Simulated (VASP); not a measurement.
# TiNi3C (P4mm) in VASP: a series of runs, part 2 of 2

VASP 6.6.1.

## (3) Single point, PBE

File INCAR:

```
SYSTEM = TiNi3C
ALGO = Normal
EDIFF = 1E-6
ENCUT = 520
GGA = PE
ISIF = 2
ISMEAR = 0
LASPH = .True.
LCHARG = .False.
LREAL = .False.
LWAVE = .False.
NBANDS = 31
NELM = 60
PREC = Accurate
SIGMA = 0.1
```

File KPOINTS:

```
k-points
0
Gamma
  10 10 10
  0 0 0
```

File POSCAR:

```
TiNi3C
1.0
    3.7199305256      0.0000000000      0.0000000000
    0.0000000000      3.7199305256      0.0000000000
    0.0000000000      0.0000000000      3.9718096967
Ti Ni C
1 3 1
Direct
    0.0000000000      0.0000000000      0.9595682540
    0.5000000000      0.5000000000      0.0373161975
    0.0000000000      0.5000000000      0.4475895702
    0.5000000000      0.0000000000      0.4475895702
    0.5000000000      0.5000000000      0.5679364081
```

Potentials or basis: VASP PAW PBE potentials, release 64 (Ti_sv, Ni, C).

On the command line:

```bash
cat potpaw_PBE.64/Ti_sv/POTCAR potpaw_PBE.64/Ni/POTCAR potpaw_PBE.64/C/POTCAR > POTCAR
mpirun -np 1 vasp_std > vasp.out
```

OUTCAR:

```text
SYSTEM = TiNi3C
   EDIFF = 1E-6
   ENCUT = 520
   GGA = PE
   ISIF = 2
   ISMEAR = 0
   LASPH = .True.
   LREAL = .False.
   NELM = 60
   PREC = Accurate

 ion  position               nearest neighbor table
   1  0.000  0.000  0.960-   2 2.65   2 2.65   2 2.65   2 2.65   3 2.69   4 2.69   4 2.69   3 2.69
                             3 2.76   4 2.76   4 2.76   3 2.76
   2  0.500  0.500  0.037-   5 1.86   5 2.11   4 2.47   3 2.47   4 2.47   3 2.47   1 2.65   1 2.65
[... 1028 lines left out ...]
  -------------------------------------------------------------------------------------
  Total        0.0376997      0.0376997     -0.0200325      0.0000000      0.0000000      0.0000000
  in kB        1.0989824      1.0989824     -0.5839662      0.0000000      0.0000000      0.0000000
  external PRESSURE =       0.5379996 kB  Pullay stress =       0.0000000 kB

 VOLUME and BASIS-vectors are now :
 -----------------------------------------------------------------------------
  energy-cutoff  :      520.00
  volume of cell :       54.96
      direct lattice vectors                 reciprocal lattice vectors
     3.719930526  0.000000000  0.000000000     0.268822225  0.000000000  0.000000000
     0.000000000  3.719930526  0.000000000     0.000000000  0.268822225  0.000000000
     0.000000000  0.000000000  3.971809697     0.000000000  0.000000000  0.251774399

 POSITION                                       TOTAL-FORCE (eV/Angst)
 -----------------------------------------------------------------------------------
      0.00000      0.00000      3.81122         0.000000     -0.000000     -0.010782
      1.85997      1.85997      0.14821         0.000000      0.000000      0.030116
      0.00000      1.85997      1.77774         0.000000     -0.000000     -0.005432
      1.85997      0.00000      1.77774         0.000000      0.000000     -0.005432
      1.85997      1.85997      2.25574         0.000000      0.000000     -0.008471
 -----------------------------------------------------------------------------------
    total drift:                                0.000000     -0.000000     -0.000390

  FREE ENERGIE OF THE ION-ELECTRON SYSTEM (eV)
  ---------------------------------------------------
  free  energy   TOTEN  =       -33.8740334183 eV

  energy  without entropy=      -33.8491512549  energy(sigma->0) =      -33.86159234
```

It took 3.4 min on 1 thread of Intel Xeon Platinum 8488C (Sapphire Rapids), shared host; peak memory 0.31 GiB.

Results:

```
Free energy            : -33.8740 eV
Pressure               : 0.1 GPa
Largest force          : 0.030 eV/Å
Band gap on the k mesh : zero (band 23 reaches 9.84 eV, above the bottom of band 24 at 9.15 eV)
```

Forces in eV/Å, atoms in the order of the input:
```
Ti   0.000  0.000 -0.011
Ni   0.000  0.000  0.030
Ni   0.000  0.000 -0.005
Ni   0.000  0.000 -0.005
C    0.000  0.000 -0.008
```

Spin polarisation is off, so any magnetic state and its effect on volume and gap are missing.

## (4) Relaxation of cell and atoms, PBE

File INCAR:

```
PREC     = Accurate       # precision mode
ENCUT    = 600            # plane-wave cutoff, eV
EDIFF    = 1E-7           # SCF threshold, eV
ISMEAR   = 0              # smearing method
SIGMA    = 0.1            # smearing width, eV
LREAL    = False          # projectors in reciprocal space
LASPH    = True           # aspherical terms in the spheres
NELM     = 100            # most SCF steps
ALGO     = Normal         # electronic algorithm
ISIF     = 3              # what is computed and relaxed
LWAVE    = False          # write WAVECAR
LCHARG   = False          # write CHGCAR
GGA      = PE             # functional
IBRION   = 2              # ionic algorithm
NSW      = 100            # ionic steps
EDIFFG   = -0.01          # ionic threshold
```

File KPOINTS:

```
regular mesh
0
Gamma
  10 10 10
```

File POSCAR:

```
TiNi3C
1.0
    3.7284687233      0.0000000000      0.0000000000
    0.0000000000      3.7284687233      0.0000000000
    0.0000000000      0.0000000000      3.9561007914
Ti Ni C
1 3 1
Direct
    0.0000000000      0.0000000000      0.9597252315
    0.5000000000      0.5000000000      0.0378986335
    0.0000000000      0.5000000000      0.4484770476
    0.5000000000      0.0000000000      0.4484770476
    0.5000000000      0.5000000000      0.5654220398
```

On the command line:

```bash
cat potpaw_PBE.64/Ti_sv/POTCAR potpaw_PBE.64/Ni/POTCAR potpaw_PBE.64/C/POTCAR > POTCAR
mpirun -np 1 vasp_std > vasp.out
```

Run time: 18 min. Hardware: 1 thread of Intel Xeon Platinum 8488C (Sapphire Rapids), shared host; peak memory 0.35 GiB.

The run converged. Its results:

```yaml
Free_energy: -33.8743 eV
Relaxed_volume: 10.99 Å³/atom
Relaxed_cell: a = 3.722 Å, b = 3.722 Å, c = 3.966 Å, α = 90.00°, β = 90.00°, γ = 90.00°
Space_group_after_relaxing_to_0.05_Å: P4mm (No. 99)
Energy_gained_by_relaxing: 0.1 meV/atom
Ionic_steps: 9
Pressure_after_relaxing: 0.0 GPa
Largest_force_after_relaxing: 0.009 eV/Å
Band_gap_on_the_k_mesh: zero (band 23 reaches 9.84 eV, above the bottom of band 24 at 9.15 eV)
```

Forces in eV/Å, atoms in the order of the input:
```
Ti   0.000  0.000 -0.009
Ni   0.000  0.000 -0.002
Ni   0.000  0.000  0.001
Ni   0.000  0.000  0.001
C    0.000  0.000  0.008
```

The path:
```csv
step,energy change (eV),largest force (eV/Å),pressure (GPa),volume (Å³)
1,0.0000,0.0494,-0.11,55.00
2,-0.0002,0.0167,0.08,54.94
3,-0.0002,0.0241,0.15,54.91
4,-0.0003,0.0278,0.10,54.94
5,-0.0003,0.0306,-0.01,54.97
6,-0.0003,0.0314,-0.03,54.97
7,-0.0004,0.0132,-0.03,54.96
8,-0.0004,0.0139,-0.03,54.96
9,-0.0004,0.0092,0.04,54.94
```

Final structure:
```
CELL_PARAMETERS angstrom
3.72190 0.00000 0.00000
0.00000 3.72190 0.00000
0.00000 0.00000 3.96626
ATOMIC_POSITIONS crystal
Ti 0.00000 0.00000 0.95953
Ni 0.50000 0.50000 0.03771
Ni 0.00000 0.50000 0.44771
Ni 0.50000 0.00000 0.44771
C 0.50000 0.50000 0.56734
```

Levels at points of the mesh, in eV from the Fermi level:
```tsv
k point	band 19	band 20	band 21	band 22	band 23	band 24	band 25	band 26	band 27
(0.00, 0.00, 0.00)	-1.01	-0.92	-0.88	-0.86	-0.86	0.50	0.81	1.56	1.56
(0.50, 0.00, 0.00)	-1.66	-1.61	-1.28	-0.28	-0.27	0.40	0.55	1.22	1.47
(0.50, 0.50, 0.00)	-1.78	-1.47	-1.35	-1.24	-0.17	-0.17	0.12	0.12	1.16
(0.00, 0.00, 0.50)	-1.80	-1.41	-0.88	-0.21	-0.21	0.50	0.72	1.38	1.38
(0.50, 0.00, 0.50)	-1.79	-1.76	-1.48	-0.67	-0.54	0.36	0.46	0.97	1.05
(0.50, 0.50, 0.50)	-1.19	-1.05	-0.73	-0.73	-0.60	-0.48	-0.07	-0.07	1.47
```

Spin polarisation is off, so any magnetic state and its effect on volume and gap are missing.

## (5) Overview

```csv
task,cell,k mesh,cutoff (eV),gap on the mesh (eV),pressure (GPa),largest force (eV/Å)
single point,"a = 3.728, b = 3.728, c = 3.956 Å, 5 atoms",6 × 6 × 6,520,none,0.0,0.02
single point,"a = 3.720, b = 3.720, c = 3.972 Å, 5 atoms",10 × 10 × 10,520,none,0.1,0.03
relaxation of cell and atoms,"relaxed from a = 3.728, b = 3.728, c = 3.956 Å, 5 atoms",10 × 10 × 10,600,none,0.0,0.01
```

Alike in all rows: level PBE; potentials or basis VASP PAW PBE potentials, release 64 (Ti_sv, Ni, C); no spin polarisation; smearing gaussian 0.1 eV.

Total energies depend on the potentials used, so only differences within one code and one set of settings carry meaning.
